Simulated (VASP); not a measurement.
# Nb (P6_3/mmc) in VASP: single point with r2SCAN

Aim: the single point of Nb with r2SCAN.

All numbers are computed with VASP 6.6.1; they aren't measurements. Logs are shortened: lines on timing, memory, paths and dates and some standing lists are left out, and cuts for length are marked.

### 1 The cell of the first run

The structure is hexagonal, space group P6_3/mmc (No. 194). Conventional cell: a = 2.816 Å, b = 2.816 Å, c = 10.375 Å, α = 90.00°, β = 90.00°, γ = 120.00°. Within 3.7 Å of Nb (site symmetry -3m) lie 12 Nb at 2.82 to 3.06 Å. Nb (site symmetry -6m2) has 12 Nb at 2.82 to 3.06 Å within 3.7 Å.

This isn't the form of Nb at room conditions, which is bcc.

### 2 Single point, r2SCAN, collinear spin (17.81 Å³/atom)

Contents of POSCAR:

```
Nb
1.0
    2.8157945680      0.0000000000      0.0000000000
   -1.4078972840      2.4385496278      0.0000000000
    0.0000000000      0.0000000000     10.3753742360
Nb
4
Direct
    0.0000000000      0.0000000000      0.0000000000
    0.0000000000      0.0000000000      0.5000000000
    0.3333333333      0.6666666667      0.2500000000
    0.6666666667      0.3333333333      0.7500000000
```

Contents of INCAR.step1:

```
SYSTEM = Nb
PREC = Accurate
ENCUT = 520
ISMEAR = -1
SIGMA = 0.05
LREAL = .FALSE.
LASPH = .TRUE.
NELM = 150
ISPIN = 2
MAGMOM = 1 1 1 1
LMAXMIX = 4
NBANDS = 38
GGA = PE
ALGO = Normal
EDIFF = 1E-4
LWAVE = .TRUE.
LCHARG = .FALSE.
```

Contents of INCAR.step2:

```
SYSTEM = Nb
PREC = Accurate
ENCUT = 520
EDIFF = 1E-7
ISMEAR = -1
SIGMA = 0.05
LREAL = .FALSE.
LASPH = .TRUE.
NELM = 150
ALGO = Normal
ISIF = 2
LWAVE = .FALSE.
LCHARG = .FALSE.
ISPIN = 2
MAGMOM = 1 1 1 1
LORBIT = 11
LMAXMIX = 4
METAGGA = R2SCAN
LMIXTAU = .TRUE.
NBANDS = 38
ISTART = 1
```

Contents of KPOINTS:

```
Automatic mesh
0
G
  14 14 4
  0 0 0
```

Potentials or basis: VASP PAW PBE potentials, release 64 (Nb_sv).

Run with:

```console
cat potpaw_PBE.64/Nb_sv/POTCAR > POTCAR
cp INCAR.step1 INCAR
mpirun -np 1 vasp_std > vasp.out
cp INCAR.step2 INCAR
mpirun -np 1 vasp_std > vasp.out
```

OUTCAR:

```text
SYSTEM = Nb
   PREC = Accurate
   ENCUT = 520
   EDIFF = 1E-7
   ISMEAR = -1
   LREAL = .FALSE.
   LASPH = .TRUE.
   NELM = 150
   ISIF = 2
   ISPIN = 2
   LORBIT = 11
   METAGGA = R2SCAN
   ISTART = 1

 ion  position               nearest neighbor table
   1  0.000  0.000  0.000-
   2  0.000  0.000  0.500-
   3  0.333  0.667  0.250-
   4  0.667  0.333  0.750-

  LATTYP: Found a hexagonal cell.
 ALAT       =     2.8157945680
 C/A-ratio  =     3.6847056791

  Lattice vectors:

 A1 = (   2.8157945680,   0.0000000000,   0.0000000000)
 A2 = (  -1.4078972840,   2.4385496278,   0.0000000000)
 A3 = (   0.0000000000,   0.0000000000,  10.3753742360)

Analysis of symmetry for initial positions (statically):
=====================================================================
 Subroutine PRICEL returns:
 Original cell was already a primitive cell.

 Routine SETGRP: Setting up the symmetry group for a
 hexagonal supercell.

 Subroutine GETGRP returns: Found 24 space group operations
 (whereof 12 operations were pure point group operations)
 out of a pool of 24 trial point group operations.

The static configuration has the point symmetry D_3d.
 The point group associated with its full space group is D_6h.

Analysis of symmetry for dynamics (positions and initial velocities):
=====================================================================
 Subroutine PRICEL returns:
 Original cell was already a primitive cell.

 Routine SETGRP: Setting up the symmetry group for a
 hexagonal supercell.

 Subroutine GETGRP returns: Found 24 space group operations
 (whereof 12 operations were pure point group operations)
 out of a pool of 24 trial point group operations.

The dynamic configuration has the point symmetry D_3d.
 The point group associated with its full space group is D_6h.

Analysis of structural, dynamic, and magnetic symmetry:
=====================================================================
 Subroutine PRICEL returns:
 Original cell was already a primitive cell.

 Routine SETGRP: Setting up the symmetry group for a
 hexagonal supercell.

 Subroutine GETGRP returns: Found 24 space group operations
 (whereof 12 operations were pure point group operations)
 out of a pool of 24 trial point group operations.

The overall configuration has the point symmetry D_3d.
 The point group associated with its full space group is D_6h.

 Subroutine INISYM returns: Found 24 space group operations
 (whereof 12 operations are pure point group operations),
 and found     1 'primitive' translations

----------------------------------------------------------------------------------------

                                     Primitive cell

  volume of cell :      71.2420

  direct lattice vectors                    reciprocal lattice vectors
     2.815794568  0.000000000  0.000000000     0.355139544  0.205039912  0.000000000
    -1.407897284  2.438549628  0.000000000     0.000000000  0.410079823  0.000000000
     0.000000000  0.000000000 10.375374236     0.000000000  0.000000000  0.096382066

  length of vectors
     2.815794568  2.815794568 10.375374236     0.410079823  0.410079823  0.096382066

  position of ions in fractional coordinates (direct lattice)
     0.000000000  0.000000000  0.000000000
     0.000000000  0.000000000  0.500000000
     0.333333333  0.666666667  0.250000000
     0.666666667  0.333333333  0.750000000

  ion indices of the primitive-cell ions
   primitive index   ion index
                 1           1
                 2           2
                 3           3
                 4           4

----------------------------------------------------------------------------------------

 KPOINTS: Automatic mesh

Automatic generation of k-mesh.
 Grid dimensions read from file:
 generate k-points for:   14   14    4

 Generating k-lattice:

  Cartesian coordinates                     Fractional coordinates (reciprocal lattice)
     0.025367110  0.014645708  0.000000000     0.071428571  0.000000000  0.000000000
     0.000000000  0.029291416  0.000000000     0.000000000  0.071428571  0.000000000
     0.000000000  0.000000000  0.024095516     0.000000000  0.000000000  0.250000000

  Length of vectors
     0.029291416  0.029291416  0.024095516

  Shift w.r.t. Gamma in fractional coordinates (k-lattice)
     0.000000000  0.000000000  0.000000000

 Subroutine IBZKPT returns following result:
 ===========================================

 Found     72 irreducible k-points:

 Following reciprocal coordinates:
            Coordinates               Weight
  0.000000  0.000000  0.000000      1.000000
  0.071429  0.000000  0.000000      6.000000
  0.142857  0.000000  0.000000      6.000000
  0.214286  0.000000  0.000000      6.000000
  0.285714 -0.000000  0.000000      6.000000
  0.357143 -0.000000  0.000000      6.000000
[... 16 lines left out ...]
  0.285714  0.285714  0.000000      6.000000
  0.357143  0.285714  0.000000      6.000000
 [... further k-points ...]
   k-points           NKPTS =     72   k-points in BZ     NKDIM =     72   number of bands    NBANDS=     38
   number of dos      NEDOS =    301   number of ions     NIONS =      4
   total plane-waves  NPLWV =  46080
   dimension x,y,z NGX =    24 NGY =   24 NGZ =   80
   dimension x,y,z NGXF=    48 NGYF=   48 NGZF=  160
   ions per type =               4
   NGX,Y,Z   is equivalent  to a cutoff of  14.17, 14.17, 12.82 a.u.
   NGXF,Y,Z  is equivalent  to a cutoff of  28.34, 28.34, 25.64 a.u.
 SYSTEM =  Nb
   PREC   = accura    normal or accurate (medium, high low for compatibility)
   ISTART =      1    job   : 0-new  1-cont  2-samecut
   ICHARG =      0    charge: 1-file 2-atom 10-const
   ISPIN  =      2    spin polarized calculation?
   LNONCOLLINEAR =      F non collinear calculations
   LSORBIT =      F    spin-orbit coupling
   LASPH  =      T    aspherical Exc in radial PAW
   ENCUT  =  520.0 eV  38.22 Ry    6.18 a.u.   5.24  5.24 19.29*2*pi/ulx,y,z
   NELM   =    150;   NELMIN=  2; NELMDL=  0     # of ELM steps
   EDIFF  = 0.1E-06   stopping-criterion for ELM
   LREAL  =      F    real-space projection
   EDIFFG = 0.1E-05   stopping-criterion for IOM
   NSW    =      0    number of steps for IOM
   IBRION =     -1    ionic relax: 0-MD 1-quasi-New 2-CG
   NFREE  =      0    steps in history (QN), initial steepest desc. (CG)
   ISIF   =      2    stress and relaxation
   ISYM   =      2    0-nonsym 1-usesym 2-fastsym
   POTIM  = 0.5000    time-step for ionic-motion
   TEBEG  =    0.0;   TEEND  =   0.0 temperature during run
   PSTRESS=    0.0 pullay stress
   NELECT =      52.0000    total number of electrons
   NUPDOWN=      -1.0000    fix difference up-down
   EMIN   =  10.00;   EMAX   =-10.00  energy-range for DOS
   EFERMI =   0.00;   METHOD = LEGACY
   ISMEAR =    -1;   SIGMA  =   0.05  broadening in eV -4-tet -1-fermi 0-gaus
   EFERMI_NEDOS =   21; number of points for ismear=-14 and -15
   IALGO  =     38    algorithm
   IMIX   =      4    mixing-type and parameters
     AMIX     =   0.40;   BMIX     =  1.00
     AMIX_MAG =   1.60;   BMIX_MAG =  1.00
  volume/ion in A,a.u.               =      17.81       120.19
  Fermi-wavevector in a.u.,A,eV,Ry     =   1.473999  2.785454 29.561009  2.172673
  Thomas-Fermi vector in A             =   2.588824
   LORBIT       =     11    0 simple, 1 ext, 2 COOP (PROOUT), +10 PAW based schemes
   METAGGA = R2SCAN    functional components
   LHFCALC =     F    Hartree Fock is set to
   AEXX    =    0.0000 exact exchange contribution
   IVDW    =     0    specifies the selected vdW correction
   LEPSILON=     F    determine dielectric tensor
   LRPA    =     F    only Hartree local field effects (RPA)
 spin polarized calculation
  energy-cutoff  :      520.00
  volume of cell :       71.24
 maximum number of plane-waves:      1938
 NGX is ok and might be reduce to    24
   NGX = 11   NGY = 11   NGZ = 39

 number of electron      52.0000000 magnetization       0.0000348

 Free energy of the ion-electron system (eV)
  ---------------------------------------------------
  ext. energy  EPLUGINS =         0.00000000
  ---------------------------------------------------
  free energy    TOTEN  =       -98.13478852 eV

  energy without entropy =      -98.09343542  energy(sigma->0) =      -98.11411197

 E-fermi :  11.6520     XC(G=0): -13.6636

 val. band max:       11.6429141440   @ k =   0.2857   0.2143   0.5000
 cond. band min:      11.6598716425   @ k =   0.3571   0.2857   0.0000
 fundamental gap:      0.0169574985
 Fermi energy:        11.6520062037

 spin component 1

 k-point     1 :       0.0000    0.0000    0.0000
  band No.  band energies     occupation
      1     -44.8364      1.00000
      2     -44.7644      1.00000
      3     -44.7498      1.00000
      4     -44.6764      1.00000
      5     -20.6893      1.00000
      6     -20.1476      1.00000
[... 30 lines left out ...]
     37      15.8792      0.00000
     38      15.8792      0.00000

 k-point     2 :       0.0714    0.0000    0.0000
  band No.  band energies     occupation
      1     -44.8215      1.00000
      2     -44.7511      1.00000
      3     -44.7366      1.00000
      4     -44.6649      1.00000
      5     -20.6645      1.00000
      6     -20.1394      1.00000
[... 30 lines left out ...]
     37      15.8172      0.00000
     38      15.8237      0.00000
[... 859 lines left out ...]
     37      20.4248      0.00000
     38      20.5320      0.00000

 k-point    24 :       0.3571    0.2857    0.0000
  band No.  band energies     occupation
      1     -44.4595      1.00000
      2     -44.4570      1.00000
      3     -44.4427      1.00000
      4     -44.4402      1.00000
      5     -20.5944      1.00000
      6     -20.5624      1.00000
[... 30 lines left out ...]
     37      20.6673      0.00000
     38      21.0117      0.00000

 [... further k-points ...]

 spin component 2

 k-point     1 :       0.0000    0.0000    0.0000
  band No.  band energies     occupation
      1     -44.8364      1.00000
      2     -44.7644      1.00000
      3     -44.7498      1.00000
      4     -44.6764      1.00000
      5     -20.6893      1.00000
      6     -20.1476      1.00000
[... 30 lines left out ...]
     37      15.8792      0.00000
     38      15.8792      0.00000

 k-point     2 :       0.0714    0.0000    0.0000
  band No.  band energies     occupation
      1     -44.8215      1.00000
      2     -44.7511      1.00000
      3     -44.7366      1.00000
      4     -44.6649      1.00000
      5     -20.6645      1.00000
      6     -20.1394      1.00000
[... 30 lines left out ...]
     37      15.8172      0.00000
     38      15.8237      0.00000
[... 859 lines left out ...]
     37      20.4248      0.00000
     38      20.5320      0.00000

 k-point    24 :       0.3571    0.2857    0.0000
  band No.  band energies     occupation
      1     -44.4595      1.00000
      2     -44.4570      1.00000
      3     -44.4427      1.00000
      4     -44.4402      1.00000
      5     -20.5944      1.00000
      6     -20.5624      1.00000
[... 30 lines left out ...]
     37      20.6673      0.00000
     38      21.0116      0.00000

 [... further k-points ...]

------------------------ aborting loop because EDIFF is reached ----------------------------------------

  FORCE on cell =-STRESS in cart. coord.  units (eV):
  Direction    XX          YY          ZZ          XY          YZ          ZX
  --------------------------------------------------------------------------------------
  -------------------------------------------------------------------------------------
  Total        3.4601724      3.4601724      2.8227707      0.0000000      0.0000000     -0.0000000
  in kB       77.8165511     77.8165511     63.4818892      0.0000000      0.0000000     -0.0000000
  external PRESSURE =      73.0383305 kB  Pullay stress =       0.0000000 kB

 VOLUME and BASIS-vectors are now :
 -----------------------------------------------------------------------------
  energy-cutoff  :      520.00
  volume of cell :       71.24
      direct lattice vectors                 reciprocal lattice vectors
     2.815794568  0.000000000  0.000000000     0.355139544  0.205039912  0.000000000
    -1.407897284  2.438549628  0.000000000     0.000000000  0.410079823  0.000000000
     0.000000000  0.000000000 10.375374236     0.000000000  0.000000000  0.096382066

 POSITION                                       TOTAL-FORCE (eV/Angst)
 -----------------------------------------------------------------------------------
      0.00000      0.00000      0.00000        -0.000000      0.000000     -0.000000
      0.00000      0.00000      5.18769        -0.000000      0.000000     -0.000000
     -0.00000      1.62570      2.59384         0.000000     -0.000000     -0.000000
      1.40790      0.81285      7.78153         0.000000      0.000000      0.000000
 -----------------------------------------------------------------------------------
    total drift:                               -0.000000      0.000000     -0.000000

  FREE ENERGIE OF THE ION-ELECTRON SYSTEM (eV)
  ---------------------------------------------------
  free  energy   TOTEN  =       -98.1347885197 eV

  energy  without entropy=      -98.0934354225  energy(sigma->0) =      -98.11411197

 total charge

# of ion       s       p       d       tot
------------------------------------------
    1        2.231   6.007   2.503  10.741
    2        2.231   6.007   2.503  10.741
    3        2.229   6.000   2.517  10.746
    4        2.229   6.000   2.517  10.746
--------------------------------------------------
tot          8.920  24.013  10.041  42.974

 magnetization (x)

# of ion       s       p       d       tot
------------------------------------------
    1        0.000   0.000   0.000   0.000
    2        0.000   0.000   0.000   0.000
    3        0.000   0.000   0.000   0.000
    4        0.000   0.000   0.000   0.000
--------------------------------------------------
tot          0.000   0.000   0.000   0.000
```

It took 50 min on 1 thread of Oxide Virtual Turin-like, shared host; peak memory 0.39 GiB.

Results:

| Property | Result |
| --- | --- |
| Free energy | -98.1348 eV |
| Pressure | 7.3 GPa |
| Band gap on the k mesh | zero (filled and empty bands overlap) |
| Net moment | 0.00 μB per cell |
| Valence electrons inside the program's atomic spheres | Nb 10.74, 10.75 (each value once) |

Caveat: the cell stands under pressure; the PAW data sets were made with another functional, which shifts forces and pressure a little.
